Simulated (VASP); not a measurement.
A run of VASP 6.6.1 is set up as follows.

The input INCAR:

```
SYSTEM = Pr2B
  PREC = Accurate
  ENCUT = 500
  EDIFF = 1E-7
  ISMEAR = 0
  SIGMA = 0.2
  LREAL = .False.
  LASPH = .True.
  NELM = 200
  ALGO = Normal
  ISIF = 3
  LWAVE = .False.
  LCHARG = .False.
  GGA = PE
  IBRION = 2
  NSW = 36
  EDIFFG = -0.08
  GGA_COMPAT = .False.
  NELMIN = 4
  LMAXMIX = 6
```

The input KPOINTS:

```
regular mesh
0
Gamma
  4 4 4
  0 0 0
```

Contents of POSCAR:

```
Pr2B
1.0
   -3.5925873600      3.5925873600      2.8158118100
    3.5925873600     -3.5925873600      2.8158118100
    3.5925873600      3.5925873600     -2.8158118100
Pr B
4 2
Direct
    0.6579999900      0.1579999900      0.8159999800
    0.1579999900      0.3420000100      0.5000000000
    0.3420000100      0.8420000100      0.1840000200
    0.8420000100      0.6579999900      0.5000000000
    0.2500000000      0.2500000000      0.0000000000
    0.7500000000      0.7500000000      0.0000000000
```

Potentials or basis: VASP PAW PBE potentials, release 64 (Pr_3, B), 4f in core.

Command:

```bash
$ cat potpaw_PBE.64/Pr_3/POTCAR potpaw_PBE.64/B/POTCAR > POTCAR
$ mpirun -np 1 vasp_std > vasp.out
```

(1) What does it give for the space group after relaxing (to 0.1 Å)?

(2) Estimate the relaxed volume.

Results:

(1) I4/mcm (No. 140).

(2) 24.64 Å³/atom.
